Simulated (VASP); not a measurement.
# GaP (rocksalt type) (Fm-3m) in VASP: notebook

Runs on GaP (rocksalt type). Level: LDA. Tasks: single point.

Program: VASP 6.6.1. These are calculated values, not measurements. Logs are shortened: lines on timing, memory, paths and dates and some standing lists are left out, and cuts for length are marked.

## (1) The cell of the first run

Symmetry: Fm-3m, No. 225, cubic system. The conventional cell has a = 4.138 Å, b = 4.138 Å, c = 4.138 Å, α = 90.00°, β = 90.00°, γ = 90.00°. Within 2.7 Å of Ga (site symmetry m-3m) lie 6 P at 2.07 Å. P (site symmetry m-3m) has 6 Ga at 2.07 Å within 2.7 Å.

## (2) Single point, LDA (8.86 Å³/atom)

INCAR reads:

```
  ALGO = Normal
  EDIFF = 1E-6
  ENCUT = 500
  GGA = CA
  GGA_COMPAT = F
  ISIF = 2
  ISMEAR = -1
  LASPH = T
  LCHARG = F
  LREAL = F
  LWAVE = F
  NBANDS = 16
  NELM = 120
  PREC = Accurate
  SIGMA = 0.1
```

KPOINTS reads:

```
k-points
0
Gamma
  14 14 14
```

POSCAR reads:

```
GaP
1.0
    0.0000000000      2.0690931352      2.0690931352
    2.0690931352      0.0000000000      2.0690931352
    2.0690931352      2.0690931352      0.0000000000
Ga P
1 1
Direct
    0.0000000000      0.0000000000      0.0000000000
    0.5000000000      0.5000000000      0.5000000000
```

Potentials or basis: VASP PAW LDA potentials, release 64 (Ga_d, P).

On the command line:

```console
$ cat potpaw_LDA.64/Ga_d/POTCAR potpaw_LDA.64/P/POTCAR > POTCAR
$ mpirun -np 1 vasp_std > vasp.out
```

OUTCAR:

```text
EDIFF = 1E-6
   ENCUT = 500
   GGA = CA
   ISIF = 2
   ISMEAR = -1
   LASPH = T
   LREAL = F
   NELM = 120
   PREC = Accurate

 ion  position               nearest neighbor table
   1  0.000  0.000  0.000-   2 2.07   2 2.07   2 2.07   2 2.07   2 2.07   2 2.07
   2  0.500  0.500  0.500-   1 2.07   1 2.07   1 2.07   1 2.07   1 2.07   1 2.07

  LATTYP: Found a face centered cubic cell.
 ALAT       =     4.1381862704

  Lattice vectors:

 A1 = (   0.0000000000,   2.0690931352,   2.0690931352)
 A2 = (   2.0690931352,   0.0000000000,   2.0690931352)
 A3 = (   2.0690931352,   2.0690931352,   0.0000000000)

Analysis of symmetry for initial positions (statically):
=====================================================================
 Subroutine PRICEL returns:
 Original cell was already a primitive cell.

 Routine SETGRP: Setting up the symmetry group for a
 face centered cubic supercell.

 Subroutine GETGRP returns: Found 48 space group operations
 (whereof 48 operations were pure point group operations)
 out of a pool of 48 trial point group operations.

The static configuration has the point symmetry O_h .

Analysis of symmetry for dynamics (positions and initial velocities):
=====================================================================
 Subroutine PRICEL returns:
 Original cell was already a primitive cell.

 Routine SETGRP: Setting up the symmetry group for a
 face centered cubic supercell.

 Subroutine GETGRP returns: Found 48 space group operations
 (whereof 48 operations were pure point group operations)
 out of a pool of 48 trial point group operations.

The dynamic configuration has the point symmetry O_h .

 Subroutine INISYM returns: Found 48 space group operations
 (whereof 48 operations are pure point group operations),
 and found     1 'primitive' translations

----------------------------------------------------------------------------------------

                                     Primitive cell

  volume of cell :      17.7162

  direct lattice vectors                    reciprocal lattice vectors
     0.000000000  2.069093135  2.069093135    -0.241651761  0.241651761  0.241651761
     2.069093135  0.000000000  2.069093135     0.241651761 -0.241651761  0.241651761
     2.069093135  2.069093135  0.000000000     0.241651761  0.241651761 -0.241651761

  length of vectors
     2.926139574  2.926139574  2.926139574     0.418553128  0.418553128  0.418553128

  position of ions in fractional coordinates (direct lattice)
     0.000000000  0.000000000  0.000000000
     0.500000000  0.500000000  0.500000000

  ion indices of the primitive-cell ions
   primitive index   ion index
                 1           1
                 2           2

----------------------------------------------------------------------------------------

 KPOINTS: k-points

Automatic generation of k-mesh.
 Grid dimensions read from file:
 generate k-points for:   14   14   14

 Generating k-lattice:

  Cartesian coordinates                     Fractional coordinates (reciprocal lattice)
    -0.017260840  0.017260840  0.017260840     0.071428571  0.000000000  0.000000000
     0.017260840 -0.017260840  0.017260840     0.000000000  0.071428571  0.000000000
     0.017260840  0.017260840 -0.017260840     0.000000000  0.000000000  0.071428571

  Length of vectors
     0.029896652  0.029896652  0.029896652

  Shift w.r.t. Gamma in fractional coordinates (k-lattice)
     0.000000000  0.000000000  0.000000000

 Subroutine IBZKPT returns following result:
 ===========================================

 Found    104 irreducible k-points:

 Following reciprocal coordinates:
            Coordinates               Weight
  0.000000  0.000000  0.000000      1.000000
  0.071429  0.000000  0.000000      8.000000
  0.142857  0.000000  0.000000      8.000000
  0.214286  0.000000  0.000000      8.000000
  0.285714  0.000000  0.000000      8.000000
  0.357143  0.000000  0.000000      8.000000
[... 16 lines left out ...]
  0.214286  0.142857  0.000000     24.000000
  0.285714  0.142857  0.000000     24.000000
 [... further k-points ...]
   k-points           NKPTS =    104   k-points in BZ     NKDIM =    104   number of bands    NBANDS=     16
   number of dos      NEDOS =    301   number of ions     NIONS =      2
   total plane-waves  NPLWV =  13824
   dimension x,y,z NGX =    24 NGY =   24 NGZ =   24
   dimension x,y,z NGXF=    48 NGYF=   48 NGZF=   48
   ions per type =               1   1
   NGX,Y,Z   is equivalent  to a cutoff of  13.64, 13.64, 13.64 a.u.
   NGXF,Y,Z  is equivalent  to a cutoff of  27.27, 27.27, 27.27 a.u.
 SYSTEM =  unknown system
   PREC   = accura    normal or accurate (medium, high low for compatibility)
   ISTART =      0    job   : 0-new  1-cont  2-samecut
   ICHARG =      2    charge: 1-file 2-atom 10-const
   ISPIN  =      1    spin polarized calculation?
   LNONCOLLINEAR =      F non collinear calculations
   LSORBIT =      F    spin-orbit coupling
   LASPH  =      T    aspherical Exc in radial PAW
   ENCUT  =  500.0 eV  36.75 Ry    6.06 a.u.   5.34  5.34  5.34*2*pi/ulx,y,z
   NELM   =    120;   NELMIN=  2; NELMDL= -5     # of ELM steps
   EDIFF  = 0.1E-05   stopping-criterion for ELM
   LREAL  =      F    real-space projection
[... 7 lines left out ...]
   TEBEG  =    0.0;   TEEND  =   0.0 temperature during run
   PSTRESS=    0.0 pullay stress
   NELECT =      18.0000    total number of electrons
   NUPDOWN=      -1.0000    fix difference up-down
   EMIN   =  10.00;   EMAX   =-10.00  energy-range for DOS
   EFERMI =   0.00;   METHOD = LEGACY
   ISMEAR =    -1;   SIGMA  =   0.10  broadening in eV -4-tet -1-fermi 0-gaus
   EFERMI_NEDOS =   21; number of points for ismear=-14 and -15
   IALGO  =     38    algorithm
   IMIX   =      4    mixing-type and parameters
     AMIX     =   0.40;   BMIX     =  1.00
     AMIX_MAG =   1.60;   BMIX_MAG =  1.00
  volume/ion in A,a.u.               =       8.86        59.78
  Fermi-wavevector in a.u.,A,eV,Ry     =   1.645795  3.110101 36.853282  2.708640
  Thomas-Fermi vector in A             =   2.735531
   LORBIT       =      0    0 simple, 1 ext, 2 COOP (PROOUT), +10 PAW based schemes
   GGA     = CA    functional components
   LHFCALC =     F    Hartree Fock is set to
   AEXX    =    0.0000 exact exchange contribution
   IVDW    =     0    specifies the selected vdW correction
   LEPSILON=     F    determine dielectric tensor
   LRPA    =     F    only Hartree local field effects (RPA)
 non-spin polarized calculation
  energy-cutoff  :      500.00
  volume of cell :       17.72
 maximum number of plane-waves:       464
 NGX is ok and might be reduce to    24
   NGX = 11   NGY = 11   NGZ = 11

 number of electron      17.9999990 magnetization

 Free energy of the ion-electron system (eV)
  ---------------------------------------------------
  ext. energy  EPLUGINS =         0.00000000
  ---------------------------------------------------
  free energy    TOTEN  =        -3.59124637 eV

  energy without entropy =       -3.56757701  energy(sigma->0) =       -3.57941169

 E-fermi :  17.0586     XC(G=0): -14.6807

 val. band max:       17.0471769791   @ k =   0.2857   0.0714   0.0000
 cond. band min:      17.1176565838   @ k =   0.3571   0.1429   0.0714
 fundamental gap:      0.0704796047
 Fermi energy:        17.0585734169

 k-point     1 :       0.0000    0.0000    0.0000
  band No.  band energies     occupation
      1      -4.0802      2.00000
      2      -0.3107      2.00000
      3      -0.3107      2.00000
      4      -0.2376      2.00000
      5      -0.2376      2.00000
      6      -0.2376      2.00000
[... 8 lines left out ...]
     15      28.5516      0.00000
     16      28.5516      0.00000

 k-point     2 :       0.0714    0.0000    0.0000
  band No.  band energies     occupation
      1      -3.9490      2.00000
      2      -0.3200      2.00000
      3      -0.3200      2.00000
      4      -0.2449      2.00000
      5      -0.2242      2.00000
      6      -0.2242      2.00000
[... 8 lines left out ...]
     15      28.0512      0.00000
     16      28.8143      0.00000

 k-point     3 :       0.1429    0.0000    0.0000
  band No.  band energies     occupation
      1      -3.5589      2.00000
      2      -0.3533      2.00000
      3      -0.3533      2.00000
      4      -0.2625      2.00000
      5      -0.1788      2.00000
      6      -0.1788      2.00000
[... 8 lines left out ...]
     15      28.7114      0.00000
     16      29.6910      0.00000

 k-point     4 :       0.2143    0.0000    0.0000
  band No.  band energies     occupation
      1      -2.9237      2.00000
      2      -0.4059      2.00000
      3      -0.4059      2.00000
      4      -0.2759      2.00000
      5      -0.1076      2.00000
      6      -0.1076      2.00000
[... 8 lines left out ...]
     15      28.2112      0.00000
     16      30.9928      0.00000

 k-point     5 :       0.2857    0.0000    0.0000
  band No.  band energies     occupation
      1      -2.0877      2.00000
      2      -0.4652      2.00000
      3      -0.4652      2.00000
      4      -0.2442      2.00000
      5      -0.0259      2.00000
      6      -0.0259      2.00000
[... 8 lines left out ...]
     15      27.6276      0.00000
     16      32.6517      0.00000

 k-point     6 :       0.3571    0.0000    0.0000
  band No.  band energies     occupation
      1      -1.2407      2.00000
      2      -0.5185      2.00000
      3      -0.5185      2.00000
      4       0.0044      2.00000
      5       0.0493      2.00000
      6       0.0493      2.00000
[... 8 lines left out ...]
     15      29.1486      0.00000
     16      34.5218      0.00000

 k-point     7 :       0.4286    0.0000    0.0000
  band No.  band energies     occupation
      1      -0.8435      2.00000
      2      -0.5553      2.00000
      3      -0.5553      2.00000
      4       0.1021      2.00000
      5       0.1021      2.00000
      6       0.8472      2.00000
[... 8 lines left out ...]
     15      30.7897      0.00000
     16      36.4189      0.00000

 k-point     8 :       0.5000    0.0000    0.0000
  band No.  band energies     occupation
      1      -0.7747      2.00000
      2      -0.5684      2.00000
      3      -0.5684      2.00000
      4       0.1211      2.00000
      5       0.1211      2.00000
      6       1.5916      2.00000
[... 8 lines left out ...]
     15      31.6024      0.00000
     16      37.5198      0.00000

 k-point     9 :       0.0714    0.0714    0.0000
  band No.  band energies     occupation
      1      -3.9059      2.00000
      2      -0.3396      2.00000
      3      -0.3014      2.00000
      4      -0.2537      2.00000
      5      -0.2187      2.00000
      6      -0.2187      2.00000
[... 8 lines left out ...]
     15      28.6808      0.00000
     16      28.9135      0.00000
[... 172 lines left out ...]
 k-point    19 :      -0.2143    0.0714    0.0000
  band No.  band energies     occupation
      1      -2.5613      2.00000
      2      -0.4432      2.00000
      3      -0.4195      2.00000
      4      -0.2877      2.00000
      5      -0.0999      2.00000
      6      -0.0194      2.00000
[... 8 lines left out ...]
     15      28.9995      0.00000
     16      32.3554      0.00000

 k-point    20 :      -0.1429    0.0714    0.0000
  band No.  band energies     occupation
      1      -3.2620      2.00000
      2      -0.3904      2.00000
      3      -0.3619      2.00000
      4      -0.2797      2.00000
      5      -0.1673      2.00000
      6      -0.1155      2.00000
[... 8 lines left out ...]
     15      29.5883      0.00000
     16      30.8521      0.00000

 k-point    21 :      -0.0714    0.0714    0.0000
  band No.  band energies     occupation
      1      -3.7321      2.00000
      2      -0.3482      2.00000
      3      -0.3253      2.00000
      4      -0.2591      2.00000
      5      -0.2096      2.00000
      6      -0.1874      2.00000
[... 8 lines left out ...]
     15      29.1487      0.00000
     16      29.5442      0.00000

 k-point    22 :       0.1429    0.1429    0.0000
  band No.  band energies     occupation
      1      -3.3972      2.00000
      2      -0.4069      2.00000
      3      -0.2989      2.00000
      4      -0.2754      2.00000
      5      -0.1636      2.00000
      6      -0.1636      2.00000
[... 8 lines left out ...]
     15      30.3692      0.00000
     16      30.8771      0.00000

 k-point    23 :       0.2143    0.1429    0.0000
  band No.  band energies     occupation
      1      -2.9499      2.00000
      2      -0.4408      2.00000
      3      -0.3263      2.00000
      4      -0.2848      2.00000
      5      -0.1113      2.00000
      6      -0.1038      2.00000
[... 8 lines left out ...]
     15      31.1704      0.00000
     16      31.6552      0.00000

 k-point    24 :       0.2857    0.1429    0.0000
  band No.  band energies     occupation
      1      -2.3013      2.00000
      2      -0.4733      2.00000
      3      -0.3374      2.00000
      4      -0.3278      2.00000
      5      -0.0203      2.00000
      6      -0.0067      2.00000
[... 8 lines left out ...]
     15      30.6743      0.00000
     16      33.2877      0.00000

 [... further k-points ...]
[... 5 lines left out ...]
  --------------------------------------------------------------------------------------
  -------------------------------------------------------------------------------------
  Total       25.4900104     25.4900104     25.4900104      0.0000000      0.0000000     -0.0000000
  in kB     2305.2099231   2305.2099231   2305.2099231      0.0000000      0.0000000     -0.0000000
  external PRESSURE =    2305.2099231 kB  Pullay stress =       0.0000000 kB

 VOLUME and BASIS-vectors are now :
 -----------------------------------------------------------------------------
  energy-cutoff  :      500.00
  volume of cell :       17.72
      direct lattice vectors                 reciprocal lattice vectors
     0.000000000  2.069093135  2.069093135    -0.241651761  0.241651761  0.241651761
     2.069093135  0.000000000  2.069093135     0.241651761 -0.241651761  0.241651761
     2.069093135  2.069093135  0.000000000     0.241651761  0.241651761 -0.241651761

 POSITION                                       TOTAL-FORCE (eV/Angst)
 -----------------------------------------------------------------------------------
      0.00000      0.00000      0.00000         0.000000      0.000000      0.000000
      2.06909      2.06909      2.06909         0.000000      0.000000     -0.000000
 -----------------------------------------------------------------------------------
    total drift:                                0.000000     -0.000000     -0.000000

  FREE ENERGIE OF THE ION-ELECTRON SYSTEM (eV)
  ---------------------------------------------------
  free  energy   TOTEN  =        -3.5912463682 eV

  energy  without entropy=       -3.5675770115  energy(sigma->0) =       -3.57941169
```

Run time: 23 s. Hardware: 1 thread of Intel Xeon Platinum 8259CL at 2.50GHz (Skylake/Cascade Lake), shared host; peak memory 0.14 GiB.

What came out:

```
Free energy            : -3.5912 eV
Pressure               : 230.5 GPa
Band gap on the k mesh : zero (bands 9 and 10 overlap by 3.19 eV)
```

Levels at points of the mesh, in eV from the Fermi level:
| k point | band 6 | band 7 | band 8 | band 9 | band 10 | band 11 | band 12 | band 13 |
| --- | --- | --- | --- | --- | --- | --- | --- | --- |
| (0.00, 0.00, 0.00) | -17.30 | -0.24 | -0.24 | -0.24 | 6.16 | 6.16 | 6.16 | 10.09 |
| (0.50, 0.00, 0.00) | -15.47 | -13.04 | 0.33 | 0.33 | 1.62 | 1.62 | 3.67 | 9.74 |
| (0.50, 0.50, 0.00) | -12.23 | -11.41 | -5.95 | -5.95 | -2.19 | 0.37 | 16.11 | 17.85 |

Caveat: the cell stands under pressure.

(Part 1 of 3 ends here.)

The gap in the log of VASP goes by the Fermi energy; the results here count the filled bands.